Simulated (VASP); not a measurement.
# Ge (C2/c) in VASP: notebook, part 2 of 2

VASP 6.6.1. Earlier steps stand in the parts before.

**3. Single point, LDA (17.20 Å³/atom)**

This run uses another cell than the first one, of 17.20 Å³/atom.

Input file INCAR:

```
ALGO     = Normal         # electronic algorithm
EDIFF    = 1E-6           # SCF threshold, eV
ENCUT    = 500            # plane-wave cutoff, eV
GGA      = CA             # functional
GGA_COMPAT= False        
ISIF     = 2              # what is computed and relaxed
ISMEAR   = -1             # smearing method
LASPH    = True           # aspherical terms in the spheres
LCHARG   = False          # write CHGCAR
LREAL    = False          # projectors in reciprocal space
LWAVE    = False          # write WAVECAR
NBANDS   = 21             # bands
NELM     = 120            # most SCF steps
PREC     = Accurate       # precision mode
SIGMA    = 0.1            # smearing width, eV
```

Input file KPOINTS:

```
k-points
0
Gamma
  14 14 10
```

Input file POSCAR:

```
Ge
1.0
   -2.4947280990      2.4980987568      1.3719410487
    2.4980987568     -2.4947280990      1.3719410487
    2.5088796597      2.5088796597     -1.3657676826
Ge
2
Direct
    0.9998962798      0.0001037202      1.0000000000
    0.7501037202      0.2498962798      0.5000000000
```

Potentials or basis: VASP PAW LDA potentials, release 64 (Ge_d).

The run is started by

```sh
$ cat potpaw_LDA.64/Ge_d/POTCAR > POTCAR
$ mpirun -np 1 vasp_std > vasp.out
```

OUTCAR:

```text
EDIFF = 1E-6
   ENCUT = 500
   GGA = CA
   ISIF = 2
   ISMEAR = -1
   LASPH = True
   LREAL = False
   NELM = 120
   PREC = Accurate

 ion  position               nearest neighbor table
   1  1.000  0.000  0.000-   2 2.59   2 2.59   2 2.60   2 2.60
   2  0.750  0.250  0.500-   1 2.59   1 2.59   1 2.60   1 2.60

  LATTYP: Found a base centered monoclinic cell.
 ALAT       =     2.7438862380
 B/A-ratio  =     2.5733295194
 C/A-ratio  =     1.3855814644
 COS(beta)  =    -0.3576131884

  Lattice vectors:

 A1 = (  -2.4947280990,   2.4980987568,   1.3719410487)
 A2 = (   2.4980987568,  -2.4947280990,   1.3719410487)
 A3 = (   2.5088796597,   2.5088796597,  -1.3657676826)

Analysis of symmetry for initial positions (statically):
=====================================================================
 Subroutine PRICEL returns:
 Original cell was already a primitive cell.

 Routine SETGRP: Setting up the symmetry group for a
 base centered monoclinic supercell.

 Subroutine GETGRP returns: Found  4 space group operations
 (whereof  2 operations were pure point group operations)
 out of a pool of  4 trial point group operations.

The static configuration has the point symmetry C_2 .
 The point group associated with its full space group is C_2h.

Analysis of symmetry for dynamics (positions and initial velocities):
=====================================================================
 Subroutine PRICEL returns:
 Original cell was already a primitive cell.

 Routine SETGRP: Setting up the symmetry group for a
 base centered monoclinic supercell.

 Subroutine GETGRP returns: Found  4 space group operations
 (whereof  2 operations were pure point group operations)
 out of a pool of  4 trial point group operations.

The dynamic configuration has the point symmetry C_2 .
 The point group associated with its full space group is C_2h.

 Subroutine INISYM returns: Found  4 space group operations
[... 110 lines left out ...]
   EMIN   =  10.00;   EMAX   =-10.00  energy-range for DOS
   EFERMI =   0.00;   METHOD = LEGACY
   ISMEAR =    -1;   SIGMA  =   0.10  broadening in eV -4-tet -1-fermi 0-gaus
   EFERMI_NEDOS =   21; number of points for ismear=-14 and -15
   IALGO  =     38    algorithm
   IMIX   =      4    mixing-type and parameters
     AMIX     =   0.40;   BMIX     =  1.00
     AMIX_MAG =   1.60;   BMIX_MAG =  1.00
  volume/ion in A,a.u.               =      17.20       116.05
  Fermi-wavevector in a.u.,A,eV,Ry     =   1.528622  2.888677 31.792537  2.336686
  Thomas-Fermi vector in A             =   2.636355
   LORBIT       =      0    0 simple, 1 ext, 2 COOP (PROOUT), +10 PAW based schemes
   GGA     = CA    functional components
   LHFCALC =     F    Hartree Fock is set to
   AEXX    =    0.0000 exact exchange contribution
   IVDW    =     0    specifies the selected vdW correction
   LEPSILON=     F    determine dielectric tensor
   LRPA    =     F    only Hartree local field effects (RPA)
 non-spin polarized calculation
  energy-cutoff  :      500.00
  volume of cell :       34.39
 maximum number of plane-waves:       887
   NGX = 13   NGY = 13   NGZ = 13

 number of electron      27.9999985 magnetization

 Free energy of the ion-electron system (eV)
  ---------------------------------------------------
  ext. energy  EPLUGINS =         0.00000000
  ---------------------------------------------------
  free energy    TOTEN  =       -10.01985071 eV

  energy without entropy =       -9.99582459  energy(sigma->0) =      -10.00783765

 E-fermi :   7.3537     XC(G=0): -11.9908

 val. band max:        7.3440297836   @ k =  -0.2857   0.0714   0.1000
 cond. band min:       7.3595964559   @ k =   0.3571   0.0714   0.1000
 fundamental gap:      0.0155666723
 Fermi energy:         7.3537296819

 k-point     1 :       0.0000    0.0000    0.0000
  band No.  band energies     occupation
      1     -17.5493      2.00000
      2     -17.4828      2.00000
      3     -17.4591      2.00000
      4     -17.4453      2.00000
      5     -17.3214      2.00000
      6     -17.3214      2.00000
[... 565 lines left out ...]
     20      17.1083      0.00000
     21      19.0314      0.00000

 [... further k-points ...]

------------------------ aborting loop because EDIFF is reached ----------------------------------------

  FORCE on cell =-STRESS in cart. coord.  units (eV):
  Direction    XX          YY          ZZ          XY          YZ          ZX
  --------------------------------------------------------------------------------------
  -------------------------------------------------------------------------------------
  Total        0.7314492      0.7314492      0.8988151     -0.0950607     -0.0010874     -0.0010875
  in kB       34.0731771     34.0731771     41.8696018     -4.4282220     -0.0506559     -0.0506569
  external PRESSURE =      36.6719853 kB  Pullay stress =       0.0000000 kB

 VOLUME and BASIS-vectors are now :
 -----------------------------------------------------------------------------
  energy-cutoff  :      500.00
  volume of cell :       34.39
      direct lattice vectors                 reciprocal lattice vectors
    -2.494728099  2.498098757  1.371941049    -0.001012270  0.199275068  0.364203595
     2.498098757 -2.494728099  1.371941049     0.199275068 -0.001012270  0.364203595
     2.508879660  2.508879660 -1.365767683     0.199158959  0.199158959 -0.000489304

 POSITION                                       TOTAL-FORCE (eV/Angst)
 -----------------------------------------------------------------------------------
     -2.49421      2.49758      1.37194        -0.004789      0.004789      0.000000
      0.00740      2.50485      0.68906         0.004789     -0.004789     -0.000000
 -----------------------------------------------------------------------------------
    total drift:                                0.000000     -0.000000      0.000000

  FREE ENERGIE OF THE ION-ELECTRON SYSTEM (eV)
  ---------------------------------------------------
  free  energy   TOTEN  =       -10.0198507057 eV

  energy  without entropy=       -9.9958245923  energy(sigma->0) =      -10.00783765
```

OSZICAR:

```text
N       E                     dE             d eps       ncg     rms          rms(c)
DAV:   1     0.171825096651E+03    0.17183E+03   -0.13794E+04 25936   0.378E+03
DAV:   2     0.126333365755E+02   -0.15919E+03   -0.15421E+03 22588   0.588E+02
DAV:   3    -0.948303431986E+01   -0.22116E+02   -0.21941E+02 25359   0.130E+02
DAV:   4    -0.100629373516E+02   -0.57990E+00   -0.57951E+00 25197   0.245E+01
DAV:   5    -0.100711861142E+02   -0.82488E-02   -0.82486E-02 25155   0.312E+00    0.250E+00
DAV:   6    -0.100365146016E+02    0.34672E-01   -0.21138E-02 30542   0.248E+00    0.139E+00
DAV:   7    -0.100202548905E+02    0.16260E-01   -0.14941E-02 30592   0.173E+00    0.114E-01
DAV:   8    -0.100198523837E+02    0.40251E-03   -0.21315E-03 28410   0.830E-01    0.452E-02
DAV:   9    -0.100198504773E+02    0.19064E-05   -0.59826E-05 28663   0.113E-01    0.930E-03
DAV:  10    -0.100198507057E+02   -0.22844E-06   -0.26047E-06 22939   0.154E-02
   1 F= -.10019851E+02 E0= -.10007838E+02  d E =-.240261E-01
```

stdout:

```text
POSCAR found type information on POSCAR Ge
 POSCAR found :  1 types and       2 ions
 scaLAPACK will be used
 LDA part: xc-table for (Slater(with rela. corr.)+CA(PZ))
 , standard interpolation
 POSCAR, INCAR and KPOINTS ok, starting setup
 FFT: planning ... GRIDC
 FFT: planning ... GRID_SOFT
 FFT: planning ... GRID
 WAVECAR not read
 entering main loop
```

It took 6.8 min on 1 thread of Oxide Virtual Turin-like, shared host; peak memory 0.33 GiB.

Results:

```yaml
Free_energy: -10.0199 eV
Pressure: 3.7 GPa
Largest_force: 0.007 eV/Å
Band_gap_on_the_k_mesh: zero (bands 14 and 15 overlap by 5.66 eV)
```

Forces on the atoms (eV/Å):
```
Ge  -0.005  0.005  0.000
Ge   0.005 -0.005  0.000
```

Stress tensor (GPa, compression positive):
```
 3.41 -0.44 -0.01
-0.44  3.41 -0.01
-0.01 -0.01  4.19
```

Caveat: the cell stands under pressure.

**4. Single point, LDA (17.91 Å³/atom)**

This run uses another cell than the first one, of 17.91 Å³/atom.

Input file INCAR:

```
ALGO = Normal
EDIFF = 1E-6
ENCUT = 500
GGA = CA
GGA_COMPAT = False
ISIF = 2
ISMEAR = -1
LASPH = True
LCHARG = True
LELF = True
LREAL = False
LVHAR = True
LWAVE = False
NBANDS = 21
NELM = 120
PREC = Accurate
SIGMA = 0.1
```

KPOINTS is that of step 3.

Input file POSCAR:

```
Ge
1.0
   -2.5289067036      2.5323235407      1.3907370974
    2.5323235407     -2.5289067036      1.3907370974
    2.5432521454      2.5432521454     -1.3844791541
Ge
2
Direct
    0.9998962798      0.0001037202      1.0000000000
    0.7501037202      0.2498962798      0.5000000000
```

The run is started by

```sh
$ cat potpaw_LDA.64/Ge_d/POTCAR > POTCAR
$ mpirun -np 1 vasp_std > vasp.out
```

Wall time 6.7 min (1 thread of Oxide Virtual Turin-like, shared host); peak memory 0.34 GiB.

Results (log left out):

```yaml
Free_energy: -10.0378 eV
Pressure: -0.1 GPa
Largest_force: 0.006 eV/Å
Band_gap_on_the_k_mesh: zero (bands 14 and 15 overlap by 5.38 eV)
```

Forces in eV/Å, atoms in the order of the input:
```
Ge  -0.004  0.004  0.000
Ge   0.004 -0.004  0.000
```

Stress tensor (GPa, compression positive):
```
-0.34 -0.41 -0.01
-0.41 -0.34 -0.01
-0.01 -0.01  0.43
```

Levels at points of the mesh, in eV from the Fermi level:
| k point | band 11 | band 12 | band 13 | band 14 | band 15 | band 16 | band 17 | band 18 |
| --- | --- | --- | --- | --- | --- | --- | --- | --- |
| (0.00, 0.00, 0.00) | -13.57 | -3.89 | -2.40 | -2.30 | 3.36 | 7.84 | 7.88 | 8.19 |
| (0.50, 0.00, 0.00) | -8.23 | -6.54 | -2.58 | -2.01 | -1.42 | 2.51 | 3.72 | 5.72 |
| (0.50, 0.50, 0.00) | -10.73 | -10.71 | 0.65 | 0.66 | 2.05 | 2.05 | 7.46 | 7.55 |
| (0.00, 0.00, 0.50) | -10.75 | -10.75 | 0.72 | 0.72 | 2.15 | 2.15 | 7.53 | 7.53 |
| (0.50, 0.00, 0.50) | -8.19 | -6.54 | -2.61 | -2.03 | -1.44 | 2.49 | 3.64 | 5.71 |
| (0.50, 0.50, 0.50) | -8.94 | -8.94 | -6.06 | -6.06 | 6.09 | 6.09 | 11.43 | 11.43 |

**5. Summary**

```tsv
cell	gap on the mesh (eV)	pressure (GPa)	largest force (eV/Å)
a = 3.679, b = 3.679, c = 3.693 Å, angles 97.4, 97.4, 137.5°, 2 atoms	none	14.3	0.01
a = 3.788, b = 3.788, c = 3.802 Å, angles 97.4, 97.4, 137.5°, 2 atoms	none	3.7	0.01
a = 3.840, b = 3.840, c = 3.854 Å, angles 97.4, 97.4, 137.5°, 2 atoms	none	-0.1	0.01
```

Alike in all rows: task single point; level LDA; potentials or basis VASP PAW LDA potentials, release 64 (Ge_d); no spin polarisation; k mesh 14 × 14 × 10; cutoff (eV) 500; smearing fermi-dirac 0.1 eV.

Caveats: the cell stands under pressure (at least some runs).

Total energies depend on the potentials used, so only differences within one code and one set of settings carry meaning.

The gap in the log of VASP goes by the Fermi energy; the results here count the filled bands.